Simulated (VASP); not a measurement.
Ru, 1 atom in the cell. Symmetry: Im-3m, No. 229, cubic system. Conventional cell: a = 3.149 Å, b = 3.149 Å, c = 3.149 Å, α = 90.00°, β = 90.00°, γ = 90.00°. Within 3.6 Å of Ru (site symmetry m-3m) lie 14 Ru at 2.73 to 3.15 Å. This isn't the form of Ru at room conditions, which is hcp.

| Quantity | Value |
| --- | --- |
| Program | VASP 6.6.1 |
| Task | single point |
| Functional | r2SCAN |
| Potentials or basis | VASP PAW PBE potentials, release 64 (Ru_pv) |
| Cutoff | 520 eV |
| k mesh | 16 × 16 × 16 |
| Occupations | fermi-dirac, width 0.1 eV |
| Spin | no spin polarisation |
| Dipole correction | no |
| Further INCAR settings | ALGO = Normal; EDIFF = 1e-06; NBANDS = 13 |

Potentials or basis: VASP PAW PBE potentials, release 64 (Ru_pv).

Run with:

```bash
$ cat potpaw_PBE.64/Ru_pv/POTCAR > POTCAR
$ cp INCAR.step1 INCAR
$ mpirun -np 1 vasp_std > vasp.out
$ cp INCAR.step2 INCAR
$ mpirun -np 1 vasp_std > vasp.out
```

Hardware: 1 thread of Intel Xeon 8259CL, on a shared host.

**Question.** Estimate the wall time of this run.

**Answer.** It took 83 s on 1 thread of Intel Xeon 8259CL (shared host), peak memory 0.15 GiB. Counts: k points 145.
